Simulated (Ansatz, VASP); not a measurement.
Ba2SO in VASP and in Ansatz

```xyz
4
Lattice="4.2930 0.0000 0.0000 0.0000 4.2930 0.0000 0.0000 0.0000 6.0775" Properties=species:S:1:pos:R:3 pbc="T T T"
O     0.0000    0.0000    0.0000
Ba    0.0000    0.0000    3.0388
Ba    2.1465    2.1465    0.0000
S     2.1465    2.1465    3.0388
```

Alike in both runs: task single point; functional r2SCAN; k mesh 6 × 6 × 4; no spin polarisation.

|  | VASP | Ansatz |
| --- | --- | --- |
| version | VASP 6.6.1 | Ansatz 0.2.0 |
| potentials or method | VASP PAW PBE potentials, release 64 (O, Ba_sv, S) | plane waves, PAW |
| plane-wave cutoff (eV) | 520 | 500 |
| occupations | gaussian, width 0.01 eV | fixed |
| valence electrons in the cell | 32 | 32 |

|  | VASP | Ansatz | Ansatz less VASP |
| --- | --- | --- | --- |
| gap on the k mesh at the Fermi level (eV) | 1.90 | 1.96 | +0.065 |
| pressure (GPa) | 0.8 | 0.0 | -0.83 |

VASP's potentials were made for PBE, not for r2SCAN.

Spin-orbit coupling is off throughout.
